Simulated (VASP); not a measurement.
SnO2: single point with PBEsol

Crystal: SnO2.

```
Sn O
1.0
    -2.00007    2.00007    5.22615
     2.00007   -2.00007    5.22615
     2.00007    2.00007   -5.22615
Sn O
2 4
Cartesian
  0.0000 2.0001 2.6131
  0.0000 0.0000 0.0000
  0.0000 0.0000 8.3255
  0.0000 2.0001 4.7399
  0.0000 0.0000 2.1268
  0.0000 2.0001 0.4863
```

```json
{
 "Program": "VASP 6.6.1",
 "Task": "single point",
 "Functional": "PBEsol",
 "Potentials or basis": "VASP PAW PBE potentials, release 64 (Sn_d, O)",
 "Cutoff": "520 eV",
 "k mesh": "8 × 8 × 8",
 "Occupations": "fermi-dirac, width 0.02 eV",
 "Spin": "no spin polarisation"
}
```

```
Pressure               : -2.4 GPa
Largest force          : 0.365 eV/Å
Band gap on the k mesh : 1.28 eV (least direct gap 1.64 eV)
```

Forces on the atoms (eV/Å):
```
Sn   0.000  0.000  0.000
Sn   0.000  0.000  0.000
O    0.000  0.000  0.365
O    0.000  0.000 -0.365
O    0.000  0.000 -0.365
O    0.000  0.000  0.365
```

Stress tensor (GPa, compression positive):
```
-0.76  0.00  0.00
 0.00 -0.76  0.00
 0.00  0.00 -5.80
```

Levels at points of the mesh, in eV from the valence-band top:
| k point | band 22 | band 23 | band 24 | band 25 | band 26 | band 27 | band 28 | band 29 | band 30 | band 31 |
| --- | --- | --- | --- | --- | --- | --- | --- | --- | --- | --- |
| (0.00, 0.00, 0.00) | -0.98 | -0.67 | -0.67 | -0.36 | -0.36 | 1.28 | 5.18 | 9.08 | 9.15 | 9.54 |
| (0.50, 0.00, 0.00) | -1.17 | -0.76 | -0.74 | -0.57 | -0.42 | 4.67 | 5.86 | 7.64 | 8.39 | 9.67 |
| (0.50, 0.50, 0.00) | -0.89 | -0.89 | -0.89 | -0.04 | -0.04 | 7.05 | 7.05 | 7.43 | 7.43 | 8.42 |
| (0.50, 0.50, 0.50) | -2.83 | -1.00 | -1.00 | -0.27 | -0.27 | 3.89 | 3.89 | 7.40 | 7.40 | 11.73 |

It took 3 min on 1 thread of Intel(R) Xeon(R) 6975P-C (Granite Rapids), with other jobs on the host, peak memory 0.38 GiB.

Caveat: the PAW data sets were made with another functional, which shifts forces and pressure a little; spin-orbit coupling is left out, which moves the levels of the heavy elements. A k mesh can miss the band edges.
